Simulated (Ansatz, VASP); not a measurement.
One calculation of LiBr, two programs

```
CELL_PARAMETERS angstrom
0.00000 2.75479 2.75479
2.75479 0.00000 2.75479
2.75479 2.75479 0.00000
ATOMIC_POSITIONS crystal
Li 0.00000 0.00000 0.00000
Br 0.50000 0.50000 0.50000
```

Alike in both runs: functional PBE; k mesh 13 × 13 × 13; occupations fermi-dirac, width 0.05 eV; no spin polarisation.

Ansatz relaxed the structure, and its values are those at the end. VASP's run is a single point on that final structure, the one shown.

|  | VASP | Ansatz |
| --- | --- | --- |
| version | VASP 6.6.1 | Ansatz 0.2.0 |
| potentials or method | VASP PAW PBE potentials, release 64 (Li_sv, Br) | PAW with Ansatz's default frozen-core files, scalar-relativistic |
| plane-wave cutoff (eV) | 750 | 420 |
| valence electrons in the cell | 10 | 10 |

|  | VASP | Ansatz | Ansatz less VASP |
| --- | --- | --- | --- |
| pressure (GPa) | 0.0 | 0.0 | +0.05 |
